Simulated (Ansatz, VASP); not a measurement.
## Two plane-wave programs on Br

INCAR

```
SYSTEM = Br
  PREC = Accurate
  ENCUT = 520
  EDIFF = 1E-7
  ISMEAR = -1
  SIGMA = 0.08
  LREAL = .False.
  LASPH = .True.
  NELM = 100
  ALGO = Normal
  ISIF = 2
  LWAVE = .False.
  LCHARG = .False.
  GGA = PE
  NBANDS = 10
```

KPOINTS

```
Automatic mesh
0
Gamma
  16 16 16
  0 0 0
```

The input POSCAR:

```
Br
1.0
   -1.8859855710      1.8859855710      1.8859855710
    1.8859855710     -1.8859855710      1.8859855710
    1.8859855710      1.8859855710     -1.8859855710
Br
1
Direct
    0.0000000000      0.0000000000      0.0000000000
```

Input for Ansatz:

```yaml
crystal:
  lattice:
    - [-1.885985571, 1.885985571, 1.885985571]
    - [1.885985571, -1.885985571, 1.885985571]
    - [1.885985571, 1.885985571, -1.885985571]
  atoms:
    - { symbol: Br, position: [0.0, 0.0, 0.0] }
kpoints:
  mp_grid: { grid: [16, 16, 16] }
  band_path:
    path:
      - [0.0, 0.0, 0.0]
      - [0.5, -0.5, 0.5]
      - [0.0, 0.0, 0.5]
      - [0.0, 0.0, 0.0]
      - [0.25, 0.25, 0.25]
      - [0.5, -0.5, 0.5]
      - [0.25, 0.25, 0.25]
      - [0.0, 0.0, 0.5]
    npoints: 8
scf:
  occupations: { method: fermi_dirac, width: 0.08 }
hamiltonian:
  xc: pbe
  pseudopotentials: { kind: paw }
output:
  forces: true
  stress: true
  eigenvalues: true
  populations: true
  dos: { projected: true, de: 0.2, e_range: [-14, 8] }
```

Change from the starting cell: volume scaled by 1, PAW files.

Alike in both runs: task single point; functional PBE; k mesh 16 × 16 × 16; occupations fermi-dirac, width 0.08 eV; no spin polarisation.

|  | VASP | Ansatz |
| --- | --- | --- |
| version | VASP 6.6.1 | Ansatz 0.2.0 |
| potentials or method | VASP PAW PBE potentials, release 64 (Br) | PAW with Ansatz's default frozen-core files, scalar-relativistic |
| plane-wave cutoff (eV) | 520 | 420 |
| valence electrons in the cell | 7 | 7 |

|  | VASP | Ansatz | Ansatz less VASP |
| --- | --- | --- | --- |
| pressure (GPa) | 0.0 | 0.0 | 0.00 |
